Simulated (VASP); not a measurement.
A run of VASP 6.6.1 is set up as follows.

Contents of POSCAR:

```
SiC
1.0
    3.0753564236      0.0000000000      0.0000000000
   -1.5376782118      2.6633367885      0.0000000000
    0.0000000000      0.0000000000      5.0481087552
Si C
2 2
Direct
    0.3333333333      0.6666666667      0.4995917705
    0.6666666667      0.3333333333      0.9995917705
    0.3333333333      0.6666666667      0.8754082295
    0.6666666667      0.3333333333      0.3754082295
```

The input INCAR.step1:

```
PREC     = Accurate       # precision mode
ENCUT    = 520            # plane-wave cutoff, eV
EDIFF    = 1E-5           # SCF threshold, eV
ISMEAR   = 0              # smearing method
SIGMA    = 0.01           # smearing width, eV
LREAL    = False          # projectors in reciprocal space
LASPH    = True           # aspherical terms in the spheres
NELM     = 100            # most SCF steps
ALGO     = Normal         # electronic algorithm
ISIF     = 2              # what is computed and relaxed
LWAVE    = True           # write WAVECAR
LCHARG   = False          # write CHGCAR
NBANDS   = 16             # bands
GGA      = PE             # functional
```

The input INCAR.step2:

```
PREC     = Accurate       # precision mode
ENCUT    = 520            # plane-wave cutoff, eV
EDIFF    = 1E-7           # SCF threshold, eV
ISMEAR   = 0              # smearing method
SIGMA    = 0.01           # smearing width, eV
LREAL    = False          # projectors in reciprocal space
LASPH    = True           # aspherical terms in the spheres
NELM     = 100            # most SCF steps
ALGO     = Normal         # electronic algorithm
ISIF     = 2              # what is computed and relaxed
LWAVE    = False          # write WAVECAR
LCHARG   = False          # write CHGCAR
GGA      = PE             # functional
LHFCALC  = True           # exact exchange
AEXX     = 0.3            # exact-exchange fraction
HFSCREEN = 0.1            # screening, 1/A
PRECFOCK = Normal       
NBANDS   = 16             # bands
ISTART   = 1
```

The input KPOINTS:

```
regular mesh
0
Gamma
  6 6 2
```

Potentials or basis: VASP PAW PBE potentials, release 64 (Si, C).

The run is started by

```console
$ cat potpaw_PBE.64/Si/POTCAR potpaw_PBE.64/C/POTCAR > POTCAR
$ cp INCAR.step1 INCAR
$ mpirun -np 1 vasp_std > vasp.out
$ cp INCAR.step2 INCAR
$ mpirun -np 1 vasp_std > vasp.out
```

(1) Predict the band gap on the k mesh.

(2) Estimate the largest force.

(3) Estimate the pressure.

Answers

(1) 3.76 eV, indirect (least direct gap 5.71 eV).

(2) 0.049 eV/Å.

(3) -2.8 GPa.

Caveat: the k points lie up to 0.62 Å⁻¹ apart; the PAW data sets were made with another functional, which shifts forces and pressure a little.
